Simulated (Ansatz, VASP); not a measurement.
## ZnSe: VASP beside Ansatz

```
Zn Se
1.0
     0.00000    2.92301    2.92301
     2.92301    0.00000    2.92301
     2.92301    2.92301    0.00000
Zn Se
1 1
Direct
  0.00000 0.00000 0.00000
  0.75000 0.75000 0.75000
```

Alike in both runs: task single point; functional PBEsol; k mesh 8 × 8 × 8; occupations gaussian, width 0.02 eV; no spin polarisation.

|  | VASP | Ansatz |
| --- | --- | --- |
| version | VASP 6.6.1 | Ansatz 0.2.0 |
| potentials or method | VASP PAW PBE potentials, release 64 (Zn, Se), cutoff 520 eV | scalar-relativistic, plane waves, PAW |
| valence electrons in the cell | 18 | 28 |

|  | VASP | Ansatz | Ansatz less VASP |
| --- | --- | --- | --- |
| gap on the k mesh at the Fermi level (eV) | 0.82 | 0.82 | 0.000 |
| least direct gap on the mesh (eV) | 0.82 | 0.82 | 0.000 |
| pressure (GPa) | -5.5 | -5.6 | -0.16 |

VASP's potentials were made for PBE, not for PBEsol. With one functional, cell and mesh, what is left measures potentials, basis and numerics. VASP's potentials hold 18 valence electrons a cell and Ansatz's 28, so a difference there can come from the potentials and not from the codes.
